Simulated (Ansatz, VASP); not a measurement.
Two plane-wave programs on PtPb

```xyz
4
Lattice="4.2500 0.0000 0.0000 -2.1250 3.6806 0.0000 0.0000 0.0000 5.5651" Properties=species:S:1:pos:R:3 pbc="T T T"
Pt    0.0000    2.4537    1.3913
Pt    2.1250    1.2269    4.1738
Pb    0.0000    0.0000    0.0000
Pb    0.0000    0.0000    2.7826
```

Change from the starting cell: zz strain of +2 %, PAW files.

Alike in both runs: task electric field gradients; functional LDA; k mesh 10 × 10 × 7; occupations fermi-dirac, width 0.05 eV; no spin polarisation.

```csv
,VASP,Ansatz
version,VASP 6.6.1,Ansatz 0.2.0
potentials or method,"VASP PAW LDA potentials, release 64 (Pt_sv_GW, Pb_d)","PAW with Ansatz's default frozen-core files, scalar-relativistic"
plane-wave cutoff (eV),430,420
valence electrons in the cell,64,64
```

Ansatz gave:

```
size of Vzz on the site where it differs most (V/Å²) : 84.7
```

Problem. Which values does VASP return?

Solution. Size of Vzz on the site where it differs most (V/Å²): 22.4.

LDA's correlation is that of Perdew and Zunger in VASP and of Perdew and Wang (1992) in Ansatz. One of these differences is far larger than is usual between the two programs; its cause wasn't traced.

Spin-orbit coupling is off throughout.
